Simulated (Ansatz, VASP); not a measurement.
## One calculation of Sn, two programs

The input INCAR:

```
PREC = Accurate
ENCUT = 520
EDIFF = 1E-7
ISMEAR = 0
SIGMA = 0.1
LREAL = False
LASPH = True
NELM = 100
ALGO = Fast
ISIF = 2
LWAVE = False
LCHARG = False
GGA = PS
NBANDS = 36
```

Contents of KPOINTS:

```
Automatic mesh
0
Gamma
  12 12 8
```

POSCAR

```
Sn
1.0
    3.3357587375      3.3357587375      0.0000000000
   -3.3357587375      3.3357587375      0.0000000000
    0.0000000000      0.0000000000      6.6715174749
Sn
4
Direct
    0.0000000000      0.0000000000      0.5000000000
    0.0000000000      0.5000000000      0.2500000000
    0.5000000000      0.5000000000      0.0000000000
    0.5000000000      0.0000000000      0.7500000000
```

Input for Ansatz:

```yaml
crystal:
  lattice:
    - [3.3357587375, 3.3357587375, 0.0]
    - [-3.3357587375, 3.3357587375, 0.0]
    - [0.0, 0.0, 6.6715174749]
  atoms:
    - { symbol: Sn, position: [0.0, 0.0, 0.5] }
    - { symbol: Sn, position: [0.0, 0.5, 0.25] }
    - { symbol: Sn, position: [0.5, 0.5, 0.0] }
    - { symbol: Sn, position: [0.5, 0.0, 0.75] }
basis:
  ecutwfc: 420
kpoints:
  mp_grid: { grid: [12, 12, 8] }
hamiltonian:
  xc: pbesol
scf:
  occupations: { method: gaussian, width: 0.1 }
output:
  forces: true
  stress: true
  eigenvalues: true
```

Change from the starting cell: equal strain along all axes, cell held, atoms relaxed: +2.0 %.

Alike in both runs: task single point; functional PBEsol; k mesh 12 × 12 × 8; occupations gaussian, width 0.1 eV; no spin polarisation.

|  | VASP | Ansatz |
| --- | --- | --- |
| version | VASP 6.6.1 | Ansatz 0.2.0 |
| potentials or method | VASP PAW PBE potentials, release 64 (Sn_d), cutoff 520 eV | scalar-relativistic, plane waves, PAW |
| valence electrons in the cell | 56 | 56 |

```csv
,VASP,Ansatz,Ansatz less VASP
gap on the k mesh at the Fermi level (eV),none,none,-
pressure (GPa),-2.2,-2.2,+0.06
```

VASP's potentials were made for PBE, not for PBEsol. A gap of «none» marks a metal or a gap that the smearing closes. With one functional, cell and mesh, what is left measures potentials, basis and numerics.
